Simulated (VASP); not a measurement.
# BaTe (P6_3/mmc) in VASP: notebook

Runs on BaTe. Level: r2SCAN. Tasks: single point.

All numbers are computed with VASP 6.6.1; they aren't measurements. Logs are shortened: lines on timing, memory, paths and dates and some standing lists are left out, and cuts for length are marked.

## (1) The cell of the first run

It takes space group P6_3/mmc (No. 194, hexagonal). Conventional cell: a = 5.974 Å, b = 5.974 Å, c = 7.002 Å, α = 90.00°, β = 90.00°, γ = 120.00°. Within 4.5 Å of Ba (site symmetry -6m2) lie 5 Te at 3.45 to 3.50 Å. Within 4.5 Å of Te (site symmetry -6m2) lie 5 Ba at 3.45 to 3.50 Å.

## (2) Single point, r2SCAN

Input file POSCAR:

```
BaTe
1.0
    5.9738370756      0.0000000000      0.0000000000
   -2.9869185378      5.1734946656      0.0000000000
    0.0000000000      0.0000000000      7.0021674480
Ba Te
2 2
Direct
    0.3333333333      0.6666666667      0.2500000000
    0.6666666667      0.3333333333      0.7500000000
    0.6666666667      0.3333333333      0.2500000000
    0.3333333333      0.6666666667      0.7500000000
```

Input file INCAR.step1:

```
SYSTEM = BaTe
PREC = Accurate
ENCUT = 520
ISMEAR = 0
SIGMA = 0.01
LREAL = .FALSE.
LASPH = .TRUE.
NELM = 80
NBANDS = 24
GGA = PE
ALGO = Normal
EDIFF = 1E-4
LWAVE = .TRUE.
LCHARG = .FALSE.
```

Input file INCAR.step2:

```
SYSTEM = BaTe
PREC = Accurate
ENCUT = 520
EDIFF = 1E-7
ISMEAR = 0
SIGMA = 0.01
LREAL = .FALSE.
LASPH = .TRUE.
NELM = 80
ALGO = Normal
ISIF = 2
LWAVE = .FALSE.
LCHARG = .FALSE.
METAGGA = R2SCAN
LMIXTAU = .TRUE.
NBANDS = 24
ISTART = 1
```

Input file KPOINTS:

```
Automatic mesh
0
G
  6 6 4
  0 0 0
```

Potentials or basis: VASP PAW PBE potentials, release 64 (Ba_sv, Te).

Command:

```sh
cat potpaw_PBE.64/Ba_sv/POTCAR potpaw_PBE.64/Te/POTCAR > POTCAR
cp INCAR.step1 INCAR
mpirun -np 1 vasp_std > vasp.out
cp INCAR.step2 INCAR
mpirun -np 1 vasp_std > vasp.out
```

OUTCAR:

```text
SYSTEM = BaTe
   PREC = Accurate
   ENCUT = 520
   EDIFF = 1E-7
   ISMEAR = 0
   LREAL = .FALSE.
   LASPH = .TRUE.
   NELM = 80
   ISIF = 2
   METAGGA = R2SCAN
   ISTART = 1

 ion  position               nearest neighbor table
   1  0.333  0.667  0.250-   3 3.45   3 3.45   3 3.45   4 3.50   4 3.50
   2  0.667  0.333  0.750-   4 3.45   4 3.45   4 3.45   3 3.50   3 3.50
   3  0.667  0.333  0.250-   1 3.45   1 3.45   1 3.45   2 3.50   2 3.50
   4  0.333  0.667  0.750-   2 3.45   2 3.45   2 3.45   1 3.50   1 3.50

  LATTYP: Found a hexagonal cell.
 ALAT       =     5.9738370756
 C/A-ratio  =     1.1721390054

  Lattice vectors:

 A1 = (   5.9738370756,   0.0000000000,   0.0000000000)
 A2 = (  -2.9869185378,   5.1734946656,   0.0000000000)
 A3 = (   0.0000000000,   0.0000000000,   7.0021674480)

Analysis of symmetry for initial positions (statically):
=====================================================================
 Subroutine PRICEL returns:
 Original cell was already a primitive cell.

 Routine SETGRP: Setting up the symmetry group for a
 hexagonal supercell.

 Subroutine GETGRP returns: Found 24 space group operations
 (whereof 12 operations were pure point group operations)
 out of a pool of 24 trial point group operations.

The static configuration has the point symmetry D_3d.
 The point group associated with its full space group is D_6h.

Analysis of symmetry for dynamics (positions and initial velocities):
=====================================================================
 Subroutine PRICEL returns:
 Original cell was already a primitive cell.

 Routine SETGRP: Setting up the symmetry group for a
 hexagonal supercell.

 Subroutine GETGRP returns: Found 24 space group operations
 (whereof 12 operations were pure point group operations)
 out of a pool of 24 trial point group operations.

The dynamic configuration has the point symmetry D_3d.
 The point group associated with its full space group is D_6h.

 Subroutine INISYM returns: Found 24 space group operations
 (whereof 12 operations are pure point group operations),
 and found     1 'primitive' translations

----------------------------------------------------------------------------------------

                                     Primitive cell

  volume of cell :     216.4063

[... 85 lines left out ...]
   LASPH  =      T    aspherical Exc in radial PAW
   ENCUT  =  520.0 eV  38.22 Ry    6.18 a.u.  11.11 11.11 13.02*2*pi/ulx,y,z
   NELM   =     80;   NELMIN=  2; NELMDL=  0     # of ELM steps
   EDIFF  = 0.1E-06   stopping-criterion for ELM
   LREAL  =      F    real-space projection
   EDIFFG = 0.1E-05   stopping-criterion for IOM
   NSW    =      0    number of steps for IOM
   IBRION =     -1    ionic relax: 0-MD 1-quasi-New 2-CG
   NFREE  =      0    steps in history (QN), initial steepest desc. (CG)
   ISIF   =      2    stress and relaxation
   ISYM   =      2    0-nonsym 1-usesym 2-fastsym
   POTIM  = 0.5000    time-step for ionic-motion
   TEBEG  =    0.0;   TEEND  =   0.0 temperature during run
   PSTRESS=    0.0 pullay stress
   NELECT =      32.0000    total number of electrons
   NUPDOWN=      -1.0000    fix difference up-down
   EMIN   =  10.00;   EMAX   =-10.00  energy-range for DOS
   EFERMI =   0.00;   METHOD = LEGACY
   ISMEAR =     0;   SIGMA  =   0.01  broadening in eV -4-tet -1-fermi 0-gaus
   EFERMI_NEDOS =   21; number of points for ismear=-14 and -15
   IALGO  =     38    algorithm
   IMIX   =      4    mixing-type and parameters
     AMIX     =   0.40;   BMIX     =  1.00
     AMIX_MAG =   1.60;   BMIX_MAG =  1.00
  volume/ion in A,a.u.               =      54.10       365.10
  Fermi-wavevector in a.u.,A,eV,Ry     =   0.865702  1.635939 10.196739  0.749439
  Thomas-Fermi vector in A             =   1.983983
   LORBIT       =      0    0 simple, 1 ext, 2 COOP (PROOUT), +10 PAW based schemes
   METAGGA = R2SCAN    functional components
   LHFCALC =     F    Hartree Fock is set to
   AEXX    =    0.0000 exact exchange contribution
   IVDW    =     0    specifies the selected vdW correction
   LEPSILON=     F    determine dielectric tensor
   LRPA    =     F    only Hartree local field effects (RPA)
 non-spin polarized calculation
 Gauss-broadening in eV      SIGMA  =   0.01
  energy-cutoff  :      520.00
  volume of cell :      216.41
 maximum number of plane-waves:      5894
 NGX is ok and might be reduce to    48
   NGX = 23   NGY = 23   NGZ = 27

 number of electron      32.0000001 magnetization

 Free energy of the ion-electron system (eV)
  ---------------------------------------------------
  ext. energy  EPLUGINS =         0.00000000
  ---------------------------------------------------
  free energy    TOTEN  =      -111.44185402 eV

  energy without entropy =     -111.44185402  energy(sigma->0) =     -111.44185402

 E-fermi :   0.9222     XC(G=0):  -7.4614

 val. band max:        0.7905797245   @ k =   0.0000   0.0000   0.0000
 cond. band min:       3.0291506425   @ k =   0.3333   0.3333   0.0000
 fundamental gap:      2.2385709181
 Fermi energy:         0.9222096712

 k-point     1 :       0.0000    0.0000    0.0000
  band No.  band energies     occupation
      1     -27.2731      2.00000
      2     -27.2578      2.00000
      3     -12.1431      2.00000
      4     -12.1027      2.00000
      5     -12.1027      2.00000
      6     -12.0368      2.00000
[... 556 lines left out ...]
     23       6.2034      0.00000
     24       6.2034      0.00000

------------------------ aborting loop because EDIFF is reached ----------------------------------------

  FORCE on cell =-STRESS in cart. coord.  units (eV):
  Direction    XX          YY          ZZ          XY          YZ          ZX
  --------------------------------------------------------------------------------------
  -------------------------------------------------------------------------------------
  Total        0.2282265      0.2282265      0.4097710     -0.0000000     -0.0000000     -0.0000000
  in kB        1.6896887      1.6896887      3.0337646     -0.0000000     -0.0000000     -0.0000000
  external PRESSURE =       2.1377140 kB  Pullay stress =       0.0000000 kB

 VOLUME and BASIS-vectors are now :
 -----------------------------------------------------------------------------
  energy-cutoff  :      520.00
  volume of cell :      216.41
      direct lattice vectors                 reciprocal lattice vectors
     5.973837076  0.000000000  0.000000000     0.167396597  0.096646471  0.000000000
    -2.986918538  5.173494666  0.000000000     0.000000000  0.193292941  0.000000000
     0.000000000  0.000000000  7.002167448     0.000000000  0.000000000  0.142812923

 POSITION                                       TOTAL-FORCE (eV/Angst)
 -----------------------------------------------------------------------------------
     -0.00000      3.44900      1.75054        -0.000000      0.000000     -0.000000
      2.98692      1.72450      5.25163         0.000000      0.000000      0.000000
      2.98692      1.72450      1.75054         0.000000      0.000000      0.000000
     -0.00000      3.44900      5.25163        -0.000000     -0.000000      0.000000
 -----------------------------------------------------------------------------------
    total drift:                               -0.000000      0.000000     -0.000000

  FREE ENERGIE OF THE ION-ELECTRON SYSTEM (eV)
  ---------------------------------------------------
  free  energy   TOTEN  =      -111.4418540228 eV

  energy  without entropy=     -111.4418540228  energy(sigma->0) =     -111.44185402
```

Wall time 4.6 min (1 thread of Intel Xeon 6975P-C (Granite Rapids), shared host); peak memory 0.44 GiB.

What came out:

```
Free energy            : -111.4419 eV
Pressure               : 0.2 GPa
Band gap on the k mesh : 2.24 eV, indirect (least direct gap 2.53 eV)
```

Caveat: the PAW data sets were made with another functional, which shifts forces and pressure a little; spin-orbit coupling is left out, which moves the levels of the heavy elements. r2SCAN opens gaps a little over a GGA but as a rule still falls short of measured ones.

## (3) Single point, r2SCAN

POSCAR is that of step 2.

Input file INCAR.step1:

```
ALGO     = Normal         # electronic algorithm
EDIFF    = 1E-4           # SCF threshold, eV
ENCUT    = 520            # plane-wave cutoff, eV
GGA      = PE             # functional
ISMEAR   = 0              # smearing method
LASPH    = T              # aspherical terms in the spheres
LCHARG   = F              # write CHGCAR
LREAL    = F              # projectors in reciprocal space
LWAVE    = T              # write WAVECAR
NBANDS   = 24             # bands
NELM     = 100            # most SCF steps
PREC     = Accurate       # precision mode
SIGMA    = 0.01           # smearing width, eV
```

Input file INCAR.step2:

```
ALGO     = Normal         # electronic algorithm
EDIFF    = 1E-6           # SCF threshold, eV
ENCUT    = 520            # plane-wave cutoff, eV
ISIF     = 2              # what is computed and relaxed
ISMEAR   = 0              # smearing method
ISTART   = 1            
LASPH    = T              # aspherical terms in the spheres
LCHARG   = F              # write CHGCAR
LMIXTAU  = T            
LREAL    = F              # projectors in reciprocal space
LWAVE    = F              # write WAVECAR
METAGGA  = R2SCAN         # meta-GGA
NBANDS   = 24             # bands
NELM     = 100            # most SCF steps
PREC     = Accurate       # precision mode
SIGMA    = 0.01           # smearing width, eV
```

Input file KPOINTS:

```
k-points
0
Gamma
  6 6 4
```

Potentials or basis: VASP PAW PBE potentials, release 64 (Ba_sv, Te).

Command:

```sh
cat potpaw_PBE.64/Ba_sv/POTCAR potpaw_PBE.64/Te/POTCAR > POTCAR
cp INCAR.step1 INCAR
mpirun -np 1 vasp_std > vasp.out
cp INCAR.step2 INCAR
mpirun -np 1 vasp_std > vasp.out
```

OUTCAR:

```text
EDIFF = 1E-6
   ENCUT = 520
   ISIF = 2
   ISMEAR = 0
   ISTART = 1
   LASPH = T
   LREAL = F
   METAGGA = R2SCAN
   NELM = 100
   PREC = Accurate

 ion  position               nearest neighbor table
   1  0.333  0.667  0.250-   3 3.45   3 3.45   3 3.45   4 3.50   4 3.50
   2  0.667  0.333  0.750-   4 3.45   4 3.45   4 3.45   3 3.50   3 3.50
   3  0.667  0.333  0.250-   1 3.45   1 3.45   1 3.45   2 3.50   2 3.50
   4  0.333  0.667  0.750-   2 3.45   2 3.45   2 3.45   1 3.50   1 3.50

  LATTYP: Found a hexagonal cell.
 ALAT       =     5.9738370756
 C/A-ratio  =     1.1721390054

  Lattice vectors:

 A1 = (   5.9738370756,   0.0000000000,   0.0000000000)
 A2 = (  -2.9869185378,   5.1734946656,   0.0000000000)
 A3 = (   0.0000000000,   0.0000000000,   7.0021674480)

Analysis of symmetry for initial positions (statically):
=====================================================================
 Subroutine PRICEL returns:
 Original cell was already a primitive cell.

 Routine SETGRP: Setting up the symmetry group for a
 hexagonal supercell.

 Subroutine GETGRP returns: Found 24 space group operations
[... 167 lines left out ...]

 E-fermi :   0.9222     XC(G=0):  -7.4614

 val. band max:        0.7905559901   @ k =   0.0000   0.0000   0.0000
 cond. band min:       3.0291758151   @ k =   0.3333   0.3333   0.0000
 fundamental gap:      2.2386198251
 Fermi energy:         0.9222354561

 k-point     1 :       0.0000    0.0000    0.0000
  band No.  band energies     occupation
      1     -27.2731      2.00000
      2     -27.2578      2.00000
      3     -12.1431      2.00000
      4     -12.1027      2.00000
      5     -12.1027      2.00000
      6     -12.0368      2.00000
[... 556 lines left out ...]
     23       6.2034      0.00000
     24       6.2034      0.00000

------------------------ aborting loop because EDIFF is reached ----------------------------------------

  FORCE on cell =-STRESS in cart. coord.  units (eV):
  Direction    XX          YY          ZZ          XY          YZ          ZX
  --------------------------------------------------------------------------------------
  -------------------------------------------------------------------------------------
  Total        0.2280030      0.2280030      0.4095922      0.0000000      0.0000000      0.0000000
  in kB        1.6880343      1.6880343      3.0324413      0.0000000      0.0000000      0.0000000
  external PRESSURE =       2.1361700 kB  Pullay stress =       0.0000000 kB

 VOLUME and BASIS-vectors are now :
 -----------------------------------------------------------------------------
  energy-cutoff  :      520.00
  volume of cell :      216.41
      direct lattice vectors                 reciprocal lattice vectors
     5.973837076  0.000000000  0.000000000     0.167396597  0.096646471  0.000000000
    -2.986918538  5.173494666  0.000000000     0.000000000  0.193292941  0.000000000
     0.000000000  0.000000000  7.002167448     0.000000000  0.000000000  0.142812923

 POSITION                                       TOTAL-FORCE (eV/Angst)
 -----------------------------------------------------------------------------------
     -0.00000      3.44900      1.75054         0.000000      0.000000     -0.000000
      2.98692      1.72450      5.25163        -0.000000     -0.000000      0.000000
      2.98692      1.72450      1.75054        -0.000000      0.000000     -0.000000
     -0.00000      3.44900      5.25163        -0.000000     -0.000000     -0.000000
 -----------------------------------------------------------------------------------
    total drift:                               -0.000000      0.000000     -0.000000

  FREE ENERGIE OF THE ION-ELECTRON SYSTEM (eV)
  ---------------------------------------------------
  free  energy   TOTEN  =      -111.4418540051 eV

  energy  without entropy=     -111.4418540051  energy(sigma->0) =     -111.44185401
```

OUTCAR.step1:

```text
EDIFF = 1E-4
   ENCUT = 520
   GGA = PE
   ISMEAR = 0
[... 793 lines left out ...]
     -0.00000      3.44900      1.75054         0.000000     -0.000000      0.000000
      2.98692      1.72450      5.25163        -0.000000      0.000000      0.000000
      2.98692      1.72450      1.75054         0.000000     -0.000000      0.000000
     -0.00000      3.44900      5.25163         0.000000      0.000000      0.000000
 -----------------------------------------------------------------------------------
    total drift:                               -0.000000      0.000000     -0.000000

  FREE ENERGIE OF THE ION-ELECTRON SYSTEM (eV)
  ---------------------------------------------------
  free  energy   TOTEN  =       -16.7773939290 eV

  energy  without entropy=      -16.7773939290  energy(sigma->0) =      -16.77739393
```

OSZICAR.step1:

```text
N       E                     dE             d eps       ncg     rms          rms(c)
DAV:   1     0.225798362856E+03    0.22580E+03   -0.12095E+04  1008   0.107E+03
DAV:   2     0.384397170825E+01   -0.22195E+03   -0.21125E+03  1352   0.207E+02
DAV:   3    -0.162660048107E+02   -0.20110E+02   -0.20004E+02  1384   0.691E+01
DAV:   4    -0.173315786433E+02   -0.10656E+01   -0.10646E+01  1664   0.130E+01
DAV:   5    -0.173446514372E+02   -0.13073E-01   -0.13072E-01  1256   0.167E+00    0.515E+00
DAV:   6    -0.168282652226E+02    0.51639E+00   -0.78768E-01  1416   0.286E+00    0.351E+00
DAV:   7    -0.167487136171E+02    0.79552E-01   -0.61764E-01  1360   0.278E+00    0.129E+00
DAV:   8    -0.167660847430E+02   -0.17371E-01   -0.79055E-02  1272   0.123E+00    0.307E-01
DAV:   9    -0.167720783059E+02   -0.59936E-02   -0.12122E-02  1328   0.475E-01    0.188E-01
DAV:  10    -0.167749623227E+02   -0.28840E-02   -0.15567E-03  1152   0.156E-01    0.603E-02
DAV:  11    -0.167772154436E+02   -0.22531E-02   -0.29563E-03  1152   0.197E-01    0.412E-02
DAV:  12    -0.167773761854E+02   -0.16074E-03   -0.25200E-04  1152   0.619E-02    0.970E-03
DAV:  13    -0.167773939290E+02   -0.17744E-04   -0.29825E-05   896   0.254E-02
   1 F= -.16777394E+02 E0= -.16777394E+02  d E =-.454237E-50
```

Run time: 4.4 min. Hardware: 1 thread of Intel Xeon 6975P-C (Granite Rapids), shared host; peak memory 0.44 GiB.

Results:

* Free energy: -111.4419 eV
* Pressure: 0.2 GPa
* Band gap on the k mesh: 2.24 eV, indirect (least direct gap 2.53 eV)

Stress tensor (GPa, compression positive):
```
0.17 0.00 0.00
0.00 0.17 0.00
0.00 0.00 0.30
```

Caveat: the PAW data sets were made with another functional, which shifts forces and pressure a little; spin-orbit coupling is left out, which moves the levels of the heavy elements. r2SCAN opens gaps a little over a GGA but as a rule still falls short of measured ones.

## (4) Single point, r2SCAN (volume changed by +3%)

Input file POSCAR:

```
BaTe
1.0
    6.0329878242      0.0000000000      0.0000000000
   -3.0164939121      5.2247207165      0.0000000000
    0.0000000000      0.0000000000      7.0715003476
Ba Te
2 2
Direct
    0.3333333333      0.6666666667      0.2500000000
    0.6666666667      0.3333333333      0.7500000000
    0.6666666667      0.3333333333      0.2500000000
    0.3333333333      0.6666666667      0.7500000000
```

Input file INCAR.step1:

```
SYSTEM = BaTe
  ALGO = Normal
  EDIFF = 1E-4
  ENCUT = 520
  GGA = PE
  ISMEAR = 0
  LASPH = .True.
  LCHARG = .False.
  LREAL = .False.
  LWAVE = .True.
  NBANDS = 24
  NELM = 80
  PREC = Accurate
  SIGMA = 0.01
```

Input file INCAR.step2:

```
SYSTEM = BaTe
  ALGO = Normal
  EDIFF = 1E-6
  ENCUT = 520
  ISIF = 2
  ISMEAR = 0
  ISTART = 1
  LASPH = .True.
  LCHARG = .False.
  LMIXTAU = .True.
  LREAL = .False.
  LWAVE = .False.
  METAGGA = R2SCAN
  NBANDS = 24
  NELM = 80
  PREC = Accurate
  SIGMA = 0.01
```

Input file KPOINTS:

```
k-points
0
Gamma
  6 6 4
  0 0 0
```

Command:

```sh
cat potpaw_PBE.64/Ba_sv/POTCAR potpaw_PBE.64/Te/POTCAR > POTCAR
cp INCAR.step1 INCAR
mpirun -np 1 vasp_std > vasp.out
cp INCAR.step2 INCAR
mpirun -np 1 vasp_std > vasp.out
```

Run time: 5 min. Hardware: 1 thread of Intel Xeon 6975P-C (Granite Rapids), shared host; peak memory 0.43 GiB.

The run converged. Its results:

```
Free energy            : -111.4367 eV
Pressure               : -0.5 GPa
Band gap on the k mesh : 2.29 eV, indirect (least direct gap 2.57 eV)
```

Levels at points of the mesh, in eV from the valence-band top:
```
           k point  band 13  band 14  band 15  band 16  band 17  band 18  band 19  band 20
(0.00, 0.00, 0.00)    -0.94    -0.88    -0.88     0.00     2.66     3.20     3.20     4.09
(0.50, 0.00, 0.00)    -0.83    -0.74    -0.50    -0.37     2.76     3.08     3.26     4.24
(0.00, 0.00, 0.50)    -1.03    -1.03    -1.03    -1.03     3.48     3.48     4.65     4.65
(0.50, 0.00, 0.50)    -0.86    -0.86    -0.71    -0.71     3.43     3.43     4.28     4.28
```

Caveat: the PAW data sets were made with another functional, which shifts forces and pressure a little; spin-orbit coupling is left out, which moves the levels of the heavy elements. A k mesh can miss the band edges.

[end of part 1 of 2]
